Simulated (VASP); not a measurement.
Fe:

```xyz
1
Lattice="-1.5196 1.4158 1.4819 1.5196 -1.4158 1.4819 1.5196 1.4158 -1.4819" Properties=species:S:1:pos:R:3 pbc="T T T"
Fe    0.0000    0.0000    0.0000
```

This cell differs from its parent crystal: normal strain along x +0.0733, normal strain along z +0.0467.

Base run:

```yaml
Program: VASP 6.6.1
Functional: PBE
Potentials_or_basis: VASP PAW PBE potentials, release 64 (Fe_sv)
Cutoff: 600 eV
k_mesh: 10 × 10 × 10
Occupations: gaussian, width 0.15 eV
Spin: collinear spin, ferromagnetic start
Starting_moments: "[2.44] μB"
```

Its results: pressure -17.7 GPa; net moment 2.45 μB per cell; site moments Fe +2.46 μB.

The run is repeated on the same cell with these changes: potentials or basis from VASP PAW PBE potentials, release 64 (Fe_sv) to VASP PAW PBE potentials, release 64 (Fe); cutoff from 600 eV to 520 eV; further incar settings from ALGO = Normal; EDIFF = 1e-06; NBANDS = 18 to ALGO = Normal; EDIFF = 1e-07; NBANDS = 14; valence electrons from 16 to 8. What comes out?

Pressure -14.0 GPa; net moment 2.48 μB per cell; site moments Fe +2.50 μB.
